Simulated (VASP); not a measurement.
Set up this calculation in VASP 6.6.1, as the native input.

```yaml
Task: single point
Functional: PBE
Potentials_or_basis: VASP PAW PBE potentials, release 64 (Ge_d)
Cutoff: 520 eV
k_mesh: 8 × 8 × 8
Occupations: methfessel-paxton, width 0.01 eV
Spin: non-collinear spin, zero start, spin-orbit coupling
Starting_moments: "[[0.0, 0.0, 0.0]] μB"
Dipole_correction: no
Further_INCAR_settings: ALGO = Fast; EDIFF = 1e-07; NBANDS = 25
```

The structure of Ge lies in POSCAR:

```
Ge
1.0
   -0.0282083000      2.1019966500      2.1134578200
    2.0716247400     -0.0325513900      2.1178009100
    2.0429605600      2.0776755600     -0.0038872100
Ge
1
Direct
    0.0000000000      0.0000000000      0.0000000000
```

One way to write it, as run:

INCAR

```
PREC     = Accurate       # precision mode
ENCUT    = 520            # plane-wave cutoff, eV
EDIFF    = 1E-7           # SCF threshold, eV
ISMEAR   = 1              # smearing method
SIGMA    = 0.01           # smearing width, eV
LREAL    = False          # projectors in reciprocal space
LASPH    = True           # aspherical terms in the spheres
NELM     = 150            # most SCF steps
ALGO     = Fast           # electronic algorithm
ISIF     = 2              # what is computed and relaxed
LWAVE    = False          # write WAVECAR
LCHARG   = True           # write CHGCAR
LNONCOLLINEAR= True           # non-collinear magnetism
MAGMOM   = 0 0 0          # initial moments
LORBIT   = 11             # projections on sites
LSORBIT  = True           # spin-orbit coupling
GGA_COMPAT= False        
LORBMOM  = True         
GGA      = PE             # functional
LVHAR    = True         
NBANDS   = 25             # bands
```

KPOINTS

```
regular mesh
0
Gamma
  8 8 8
```

Potentials or basis: VASP PAW PBE potentials, release 64 (Ge_d).

Launch:

```sh
$ cat potpaw_PBE.64/Ge_d/POTCAR > POTCAR
$ mpirun -np 1 vasp_ncl > vasp.out
```

It gave:

The pressure is 4.3 GPa, the net moment is 0.00 μB per cell and the valence electrons inside the program's atomic spheres are Ge 12.20.

Caveat: the cell stands under pressure.

Wall time 2.5 min on 1 thread of Oxide Virtual Turin-like Processor, with other jobs on the host, peak memory 0.28 GiB.
